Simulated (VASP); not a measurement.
Set up this calculation in VASP 6.6.1, as the native input.

| Property | Result |
| --- | --- |
| Task | single point |
| Functional | PBE |
| Potentials or basis | VASP PAW PBE potentials, release 64 (Co_sv, O) |
| Cutoff | 600 eV |
| k mesh | 9 × 9 × 9 |
| Occupations | fermi-dirac, width 0.05 eV |
| Spin | collinear spin, ferromagnetic start |
| Starting moments | [1.0, 0.0] μB |
| Fixed moment | 1 μB |
| Dipole correction | no |
| Further INCAR settings | ALGO = Normal; EDIFF = 1e-06; NBANDS = 22 |

The structure of CoO lies in POSCAR:

```
CoO
1.0
    1.5054695445      0.8691832468      2.4399269062
   -1.5054695445      0.8691832468      2.4399269062
    0.0000000000     -1.7383664936      2.4399269062
Co O
1 1
Direct
    0.0000000000      0.0000000000      0.0000000000
    0.5000000000      0.5000000000      0.5000000000
```

One way to write it, as run:

INCAR

```
SYSTEM = CoO
ALGO     = Normal         ! electronic algorithm
EDIFF    = 1E-6           ! SCF threshold, eV
ENCUT    = 600            ! plane-wave cutoff, eV
GGA      = PE             ! functional
GGA_COMPAT= .FALSE.      
ISIF     = 2              ! what is computed and relaxed
ISMEAR   = -1             ! smearing method
ISPIN    = 2              ! spin polarisation
LASPH    = .TRUE.         ! aspherical terms in the spheres
LCHARG   = .FALSE.        ! write CHGCAR
LMAXMIX  = 4              ! l up to which the mixer works
LORBIT   = 11             ! projections on sites
LREAL    = .FALSE.        ! projectors in reciprocal space
LWAVE    = .FALSE.        ! write WAVECAR
MAGMOM   = 1 0            ! initial moments
NBANDS   = 22             ! bands
NELM     = 200            ! most SCF steps
NUPDOWN  = 1.0            ! fixed moment
PREC     = Accurate       ! precision mode
SIGMA    = 0.05           ! smearing width, eV
```

KPOINTS

```
k-points
0
G
  9 9 9
  0 0 0
```

Potentials or basis: VASP PAW PBE potentials, release 64 (Co_sv, O).

Run with:

```sh
$ cat potpaw_PBE.64/Co_sv/POTCAR potpaw_PBE.64/O/POTCAR > POTCAR
$ mpirun -np 1 vasp_std > vasp.out
```

Results of the run:

| Property | Result |
| --- | --- |
| Pressure | -16.2 GPa |
| Net moment | 1.00 μB per cell |
| Site moments | Co +0.98; O -0.03 μB |
| Valence electrons inside the program's atomic spheres | Co 14.96; O 4.93 |

Caveat: the cell stands under tension; the total moment is fixed, so each spin has its own Fermi level; a cell with one magnetic atom can't hold antiferromagnetic order, which such compounds often take.

Wall time 70 s on 1 thread of Intel(R) Xeon(R) Platinum 8124M CPU @ 3.00GHz (Skylake/Cascade Lake), on a shared host, peak memory 0.19 GiB.
